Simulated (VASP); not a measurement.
# Cu (Im-3m) in VASP: single point with PBE

Aim: the single point of Cu with PBE.

All numbers are computed with VASP 6.6.1; they aren't measurements. Logs are shortened: lines on timing, memory, paths and dates and some standing lists are left out, and cuts for length are marked.

## (1) The cell of the first run

The structure is cubic, space group Im-3m (No. 229). Conventional cell: a = 2.886 Å, b = 2.886 Å, c = 2.886 Å, α = 90.00°, β = 90.00°, γ = 90.00°. Within 3.3 Å of Cu (site symmetry m-3m) lie 14 Cu at 2.50 to 2.89 Å.

## (2) Single point, PBE

File INCAR:

```
SYSTEM = Cu
PREC = Accurate
ENCUT = 520
EDIFF = 1E-7
ISMEAR = -1
SIGMA = 0.13605693000000002
LREAL = .FALSE.
LASPH = .TRUE.
NELM = 100
ALGO = Normal
ISIF = 2
LWAVE = .FALSE.
LCHARG = .TRUE.
GGA = PE
LELF = .TRUE.
LVHAR = .TRUE.
NBANDS = 12
```

File KPOINTS:

```
regular mesh
0
G
  16 16 16
  0 0 0
```

File POSCAR:

```
Cu
1.0
   -1.4430103562      1.4430103562      1.4430103562
    1.4430103562     -1.4430103562      1.4430103562
    1.4430103562      1.4430103562     -1.4430103562
Cu
1
Direct
    0.0000000000      0.0000000000      0.0000000000
```

Potentials or basis: VASP PAW PBE potentials, release 64 (Cu).

The run is started by

```
$ cat potpaw_PBE.64/Cu/POTCAR > POTCAR
$ mpirun -np 1 vasp_std > vasp.out
```

OUTCAR:

```text
SYSTEM = Cu
   PREC = Accurate
   ENCUT = 520
   EDIFF = 1E-7
   ISMEAR = -1
   LREAL = .FALSE.
   LASPH = .TRUE.
   NELM = 100
   ISIF = 2
   GGA = PE

 ion  position               nearest neighbor table
   1  0.000  0.000  0.000-

  LATTYP: Found a body centered cubic cell.
 ALAT       =     2.8860207124

  Lattice vectors:

 A1 = (  -1.4430103562,   1.4430103562,   1.4430103562)
 A2 = (   1.4430103562,  -1.4430103562,   1.4430103562)
 A3 = (   1.4430103562,   1.4430103562,  -1.4430103562)

Analysis of symmetry for initial positions (statically):
=====================================================================
 Subroutine PRICEL returns:
 Original cell was already a primitive cell.

 Routine SETGRP: Setting up the symmetry group for a
 body centered cubic supercell.

 Subroutine GETGRP returns: Found 48 space group operations
 (whereof 48 operations were pure point group operations)
 out of a pool of 48 trial point group operations.

The static configuration has the point symmetry O_h .

Analysis of symmetry for dynamics (positions and initial velocities):
=====================================================================
 Subroutine PRICEL returns:
 Original cell was already a primitive cell.

 Routine SETGRP: Setting up the symmetry group for a
 body centered cubic supercell.

 Subroutine GETGRP returns: Found 48 space group operations
 (whereof 48 operations were pure point group operations)
 out of a pool of 48 trial point group operations.

The dynamic configuration has the point symmetry O_h .

 Subroutine INISYM returns: Found 48 space group operations
 (whereof 48 operations are pure point group operations),
 and found     1 'primitive' translations

----------------------------------------------------------------------------------------

                                     Primitive cell

  volume of cell :      12.0190

  direct lattice vectors                    reciprocal lattice vectors
    -1.443010356  1.443010356  1.443010356     0.000000000  0.346497860  0.346497860
     1.443010356 -1.443010356  1.443010356     0.346497860  0.000000000  0.346497860
     1.443010356  1.443010356 -1.443010356     0.346497860  0.346497860  0.000000000

  length of vectors
     2.499367253  2.499367253  2.499367253     0.490021973  0.490021973  0.490021973

  position of ions in fractional coordinates (direct lattice)
     0.000000000  0.000000000  0.000000000

  ion indices of the primitive-cell ions
   primitive index   ion index
                 1           1

----------------------------------------------------------------------------------------

 KPOINTS: regular mesh

Automatic generation of k-mesh.
 Grid dimensions read from file:
 generate k-points for:   16   16   16

 Generating k-lattice:

  Cartesian coordinates                     Fractional coordinates (reciprocal lattice)
     0.000000000  0.021656116  0.021656116     0.062500000  0.000000000  0.000000000
     0.021656116  0.000000000  0.021656116     0.000000000  0.062500000  0.000000000
     0.021656116  0.021656116  0.000000000     0.000000000  0.000000000  0.062500000

  Length of vectors
     0.030626373  0.030626373  0.030626373

  Shift w.r.t. Gamma in fractional coordinates (k-lattice)
     0.000000000  0.000000000  0.000000000

 Subroutine IBZKPT returns following result:
 ===========================================

 Found    145 irreducible k-points:

 Following reciprocal coordinates:
            Coordinates               Weight
  0.000000  0.000000  0.000000      1.000000
  0.062500  0.000000  0.000000     12.000000
  0.125000  0.000000  0.000000     12.000000
  0.187500  0.000000  0.000000     12.000000
  0.250000  0.000000  0.000000     12.000000
  0.312500  0.000000  0.000000     12.000000
[... 16 lines left out ...]
  0.187500  0.187500  0.000000     24.000000
  0.250000  0.187500  0.000000     48.000000
 [... further k-points ...]
   k-points           NKPTS =    145   k-points in BZ     NKDIM =    145   number of bands    NBANDS=     12
   number of dos      NEDOS =    301   number of ions     NIONS =      1
   total plane-waves  NPLWV =   8000
   dimension x,y,z NGX =    20 NGY =   20 NGZ =   20
   dimension x,y,z NGXF=    40 NGYF=   40 NGZF=   40
   ions per type =               1
   NGX,Y,Z   is equivalent  to a cutoff of  13.30, 13.30, 13.30 a.u.
   NGXF,Y,Z  is equivalent  to a cutoff of  26.61, 26.61, 26.61 a.u.
 SYSTEM =  Cu
   PREC   = accura    normal or accurate (medium, high low for compatibility)
   ISTART =      0    job   : 0-new  1-cont  2-samecut
   ICHARG =      2    charge: 1-file 2-atom 10-const
   ISPIN  =      1    spin polarized calculation?
   LNONCOLLINEAR =      F non collinear calculations
   LSORBIT =      F    spin-orbit coupling
   LASPH  =      T    aspherical Exc in radial PAW
   ENCUT  =  520.0 eV  38.22 Ry    6.18 a.u.   4.65  4.65  4.65*2*pi/ulx,y,z
   NELM   =    100;   NELMIN=  2; NELMDL= -5     # of ELM steps
   EDIFF  = 0.1E-06   stopping-criterion for ELM
   LREAL  =      F    real-space projection
   EDIFFG = 0.1E-05   stopping-criterion for IOM
   NSW    =      0    number of steps for IOM
   IBRION =     -1    ionic relax: 0-MD 1-quasi-New 2-CG
   NFREE  =      0    steps in history (QN), initial steepest desc. (CG)
   ISIF   =      2    stress and relaxation
   ISYM   =      2    0-nonsym 1-usesym 2-fastsym
   POTIM  = 0.5000    time-step for ionic-motion
   TEBEG  =    0.0;   TEEND  =   0.0 temperature during run
   PSTRESS=    0.0 pullay stress
   NELECT =      11.0000    total number of electrons
   NUPDOWN=      -1.0000    fix difference up-down
   EMIN   =  10.00;   EMAX   =-10.00  energy-range for DOS
   EFERMI =   0.00;   METHOD = LEGACY
   ISMEAR =    -1;   SIGMA  =   0.14  broadening in eV -4-tet -1-fermi 0-gaus
   EFERMI_NEDOS =   21; number of points for ismear=-14 and -15
   IALGO  =     38    algorithm
   IMIX   =      4    mixing-type and parameters
     AMIX     =   0.40;   BMIX     =  1.00
     AMIX_MAG =   1.60;   BMIX_MAG =  1.00
  volume/ion in A,a.u.               =      12.02        81.11
  Fermi-wavevector in a.u.,A,eV,Ry     =   1.589460  3.003644 34.373531  2.526383
  Thomas-Fermi vector in A             =   2.688306
   LORBIT       =      0    0 simple, 1 ext, 2 COOP (PROOUT), +10 PAW based schemes
   GGA     = PE    functional components
   LHFCALC =     F    Hartree Fock is set to
   AEXX    =    0.0000 exact exchange contribution
   IVDW    =     0    specifies the selected vdW correction
   LEPSILON=     F    determine dielectric tensor
   LRPA    =     F    only Hartree local field effects (RPA)
 non-spin polarized calculation
  energy-cutoff  :      520.00
  volume of cell :       12.02
 maximum number of plane-waves:       336
   NGX =  9   NGY =  9   NGZ =  9

 number of electron      11.0000003 magnetization

 Free energy of the ion-electron system (eV)
  ---------------------------------------------------
  ext. energy  EPLUGINS =         0.00000000
  ---------------------------------------------------
  free energy    TOTEN  =        -3.70010416 eV

  energy without entropy =       -3.67745730  energy(sigma->0) =       -3.68878073

 E-fermi :   7.3797     XC(G=0): -12.6266

 val. band max:        7.3607348122   @ k =   0.1875   0.1875   0.1250
 cond. band min:       7.4284837765   @ k =   0.2500   0.1875   0.0625
 fundamental gap:      0.0677489644
 Fermi energy:         7.3796766800

 k-point     1 :       0.0000    0.0000    0.0000
  band No.  band energies     occupation
      1      -1.8425      2.00000
      2       4.3170      2.00000
      3       4.3170      2.00000
      4       4.3170      2.00000
      5       5.3020      2.00000
      6       5.3020      2.00000
      7      32.2628      0.00000
      8      32.2628      0.00000
      9      32.2628      0.00000
     10      35.4071      0.00000
     11      35.4071      0.00000
     12      35.4072      0.00000

 k-point     2 :       0.0625    0.0000    0.0000
  band No.  band energies     occupation
      1      -1.6938      2.00000
      2       4.2897      2.00000
      3       4.3159      2.00000
      4       4.3731      2.00000
      5       5.2753      2.00000
      6       5.3041      2.00000
      7      30.5814      0.00000
      8      31.8165      0.00000
      9      31.8718      0.00000
     10      33.7464      0.00000
     11      34.0150      0.00000
     12      34.3308      0.00000

 k-point     3 :       0.1250    0.0000    0.0000
  band No.  band energies     occupation
      1      -1.2540      2.00000
      2       4.2125      2.00000
      3       4.3054      2.00000
      4       4.5360      2.00000
      5       5.2134      2.00000
      6       5.3107      2.00000
      7      27.3768      0.00000
      8      30.4337      0.00000
      9      31.0874      0.00000
     10      31.6815      0.00000
     11      33.0549      0.00000
     12      34.3560      0.00000

 k-point     4 :       0.1875    0.0000    0.0000
  band No.  band energies     occupation
      1      -0.5463      2.00000
      2       4.0982      2.00000
      3       4.2754      2.00000
      4       4.7883      2.00000
      5       5.1604      2.00000
      6       5.3229      2.00000
      7      24.0161      0.00000
      8      28.8515      0.00000
      9      29.7736      0.00000
     10      30.3044      0.00000
     11      32.3666      0.00000
     12      35.1373      0.00000

 k-point     5 :       0.2500    0.0000    0.0000
  band No.  band energies     occupation
      1       0.3715      2.00000
      2       3.9653      2.00000
      3       4.2583      2.00000
      4       5.1008      2.00000
      5       5.1518      2.00000
      6       5.3408      2.00000
      7      20.7633      0.00000
      8      27.4338      0.00000
      9      28.0880      0.00000
     10      29.6467      0.00000
     11      31.8888      0.00000
     12      36.3456      0.00000

 k-point     6 :       0.3125    0.0000    0.0000
  band No.  band energies     occupation
      1       1.3497      2.00000
      2       3.8344      2.00000
      3       4.4022      2.00000
      4       5.1865      2.00000
      5       5.3626      2.00000
      6       5.4315      2.00000
      7      17.7120      0.00000
      8      26.2762      0.00000
      9      26.6797      0.00000
     10      29.1411      0.00000
     11      31.5897      0.00000
     12      37.8935      0.00000

 k-point     7 :       0.3750    0.0000    0.0000
  band No.  band energies     occupation
      1       2.0750      2.00000
      2       3.7250      2.00000
      3       4.9737      2.00000
      4       5.2703      2.00000
      5       5.3841      2.00000
      6       5.7286      1.99999
      7      14.9508      0.00000
      8      25.4220      0.00000
      9      25.6082      0.00000
     10      28.7874      0.00000
     11      31.4264      0.00000
     12      39.7360      0.00000

 k-point     8 :       0.4375    0.0000    0.0000
  band No.  band energies     occupation
      1       2.3758      2.00000
      2       3.6526      2.00000
      3       5.2398      2.00000
      4       5.4002      2.00000
      5       5.9367      1.99995
      6       6.1346      1.99979
      7      12.6814      0.00000
      8      24.8984      0.00000
      9      24.9336      0.00000
     10      28.5791      0.00000
     11      31.3526      0.00000
     12      40.7769      0.00000
[... 166 lines left out ...]
 k-point    20 :       0.3125    0.1250    0.0000
  band No.  band energies     occupation
      1       2.3748      2.00000
      2       3.7469      2.00000
      3       4.3996      2.00000
      4       5.1936      2.00000
      5       5.4681      2.00000
      6       6.4737      1.99744
      7      15.2730      0.00000
      8      21.3632      0.00000
      9      25.1529      0.00000
     10      30.7535      0.00000
     11      35.0138      0.00000
     12      37.0015      0.00000

 k-point    21 :       0.3750    0.1250   -0.0000
  band No.  band energies     occupation
      1       2.6316      2.00000
      2       3.6829      2.00000
      3       4.7569      2.00000
      4       5.2374      2.00000
      5       5.5687      2.00000
      6       7.4324      0.80873
      7      12.9315      0.00000
      8      20.8812      0.00000
      9      24.6306      0.00000
     10      30.5468      0.00000
     11      34.9454      0.00000
     12      38.0827      0.00000

 k-point    22 :       0.4375    0.1250    0.0000
  band No.  band energies     occupation
      1       2.6805      2.00000
      2       3.6611      2.00000
      3       4.8844      2.00000
      4       5.2440      2.00000
      5       5.6329      1.99999
      6       8.1515      0.00685
      7      11.7608      0.00000
      8      20.7163      0.00000
      9      24.4532      0.00000
     10      30.4778      0.00000
     11      34.9130      0.00000
     12      38.6684      0.00000

 k-point    23 :       0.1875    0.1875    0.0000
  band No.  band energies     occupation
      1       1.6412      2.00000
      2       3.9014      2.00000
      3       3.9772      2.00000
      4       5.0972      2.00000
      5       5.4145      2.00000
      6       5.8738      1.99997
      7      19.8203      0.00000
      8      20.1677      0.00000
      9      26.0296      0.00000
     10      31.8649      0.00000
     11      34.2740      0.00000
     12      38.2822      0.00000

 k-point    24 :       0.2500    0.1875    0.0000
  band No.  band energies     occupation
      1       2.4298      2.00000
      2       3.7832      2.00000
      3       4.0375      2.00000
      4       5.1445      2.00000
      5       5.4525      2.00000
      6       6.5730      1.99469
      7      17.0485      0.00000
      8      19.1193      0.00000
      9      25.1748      0.00000
     10      31.8628      0.00000
     11      34.8886      0.00000
     12      38.7710      0.00000

 [... further k-points ...]
[... 5 lines left out ...]
  --------------------------------------------------------------------------------------
  -------------------------------------------------------------------------------------
  Total        0.0358608      0.0358608      0.0358608     -0.0000000      0.0000000     -0.0000000
  in kB        4.7803767      4.7803767      4.7803767     -0.0000000      0.0000000     -0.0000000
  external PRESSURE =       4.7803767 kB  Pullay stress =       0.0000000 kB

 VOLUME and BASIS-vectors are now :
 -----------------------------------------------------------------------------
  energy-cutoff  :      520.00
  volume of cell :       12.02
      direct lattice vectors                 reciprocal lattice vectors
    -1.443010356  1.443010356  1.443010356     0.000000000  0.346497860  0.346497860
     1.443010356 -1.443010356  1.443010356     0.346497860  0.000000000  0.346497860
     1.443010356  1.443010356 -1.443010356     0.346497860  0.346497860  0.000000000

 POSITION                                       TOTAL-FORCE (eV/Angst)
 -----------------------------------------------------------------------------------
      0.00000      0.00000      0.00000        -0.000000     -0.000000     -0.000000
 -----------------------------------------------------------------------------------
    total drift:                                0.000000     -0.000000      0.000000

  FREE ENERGIE OF THE ION-ELECTRON SYSTEM (eV)
  ---------------------------------------------------
  free  energy   TOTEN  =        -3.7001041649 eV

  energy  without entropy=       -3.6774572961  energy(sigma->0) =       -3.68878073
```

It took 13 s on 1 thread of Intel Xeon 6975P-C, shared host; peak memory 0.13 GiB.

What came out:

```yaml
Free_energy: -3.7001 eV
Pressure: 0.5 GPa
```
